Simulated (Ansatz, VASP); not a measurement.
# One calculation of Mg, two programs

Contents of INCAR:

```
SYSTEM = Mg
  PREC = Accurate
  ENCUT = 520
  EDIFF = 1E-7
  ISMEAR = -1
  SIGMA = 0.03
  LREAL = .False.
  LASPH = .True.
  NELM = 60
  ALGO = Normal
  ISIF = 2
  LWAVE = .False.
  LCHARG = .True.
  GGA = PE
  LELF = .True.
  LVHAR = .True.
  NBANDS = 7
```

KPOINTS

```
Automatic mesh
0
Gamma
  16 16 16
  0 0 0
```

The input POSCAR:

```
Mg
1.0
    0.0448851200      2.2666985600      2.2666985600
    2.2666985600      0.0448851200      2.2666985600
    2.2666985600      2.2666985600      0.0448851200
Mg
1
Direct
    0.0000000000      0.0000000000      0.0000000000
```

Input for Ansatz:

```yaml
crystal:
  lattice:
    - [0.04488512, 2.26669856, 2.26669856]
    - [2.26669856, 0.04488512, 2.26669856]
    - [2.26669856, 2.26669856, 0.04488512]
  atoms:
    - { symbol: Mg, position: [0.0, 0.0, 0.0] }
kpoints:
  mp_grid: { grid: [16, 16, 16] }
  band_path:
    path:
      - [0.0, 0.0, 0.0]
      - [0.5, 0.5, 0.5]
      - [0.2451701269, 0.5, 0.7548298731]
      - [-0.2451701269, 0.2451701269, 0.5]
      - [0.0, 0.0, 0.5]
      - [0.0, 0.0, 0.0]
      - [-0.3725850634, 0.0, 0.3725850634]
      - [0.0, 0.3725850634, 0.6274149366]
      - [0.0, 0.5, 0.5]
    npoints: 5
scf:
  occupations: { method: fermi_dirac, width: 0.03 }
hamiltonian:
  xc: pbe
  pseudopotentials: { kind: all_electron, lapw: { basis_error: 0.001 } }
output:
  forces: true
  stress: true
  eigenvalues: true
```

Change from the starting cell: equal xy, yz and zx shear strains of +2 %.

Alike in both runs: task single point; functional PBE; k mesh 16 × 16 × 16; occupations fermi-dirac, width 0.03 eV; no spin polarisation.

|  | VASP | Ansatz |
| --- | --- | --- |
| version | VASP 6.6.1 | Ansatz 0.2.0 |
| potentials or method | VASP PAW PBE potentials, release 64 (Mg), cutoff 520 eV | all-electron LAPW, scalar-relativistic |

|  | VASP | Ansatz | Ansatz less VASP |
| --- | --- | --- | --- |
| pressure (GPa) | 0.8 | 0.9 | +0.10 |
| traceless stress, the component that is largest in VASP (GPa) | -0.36 | -0.36 | +0.001 |

Ansatz ran all-electron here, and VASP with PAW potentials.
